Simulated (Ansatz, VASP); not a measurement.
# Te2Mo: VASP beside Ansatz

```
Mo Te
1.0
     0.00000    3.31483    3.31483
     3.31483    0.00000    3.31483
     3.31483    3.31483    0.00000
Mo Te
1 2
Direct
  0.00000 0.00000 0.00000
  0.25000 0.25000 0.25000
  0.75000 0.75000 0.75000
```

Alike in both runs: task single point; functional HSE06; k mesh 4 × 4 × 4; occupations fermi-dirac, width 0.02 eV; no spin polarisation.

```csv
,VASP,Ansatz
version,VASP 6.6.1,Ansatz 0.2.0
potentials or method,"VASP PAW PBE potentials, release 64 (Mo_sv, Te)",plane waves
plane-wave cutoff (eV),520,420
valence electrons in the cell,26,46
```

|  | VASP | Ansatz | Ansatz less VASP |
| --- | --- | --- | --- |
| pressure (GPa) | -2.2 | -2.0 | +0.23 |

The functional is the same, so the differences come from potentials, cutoffs and numerics. VASP's potentials hold 26 valence electrons a cell and Ansatz's 46, so a difference there can come from the potentials and not from the codes. Ansatz's warnings: exchange mesh not taken up, filled band counts differ across k points, stress exchange threshold loose, stress scf threshold loose.

The k mesh is coarse, so the values compare programs but aren't converged. Spin-orbit coupling is off throughout.
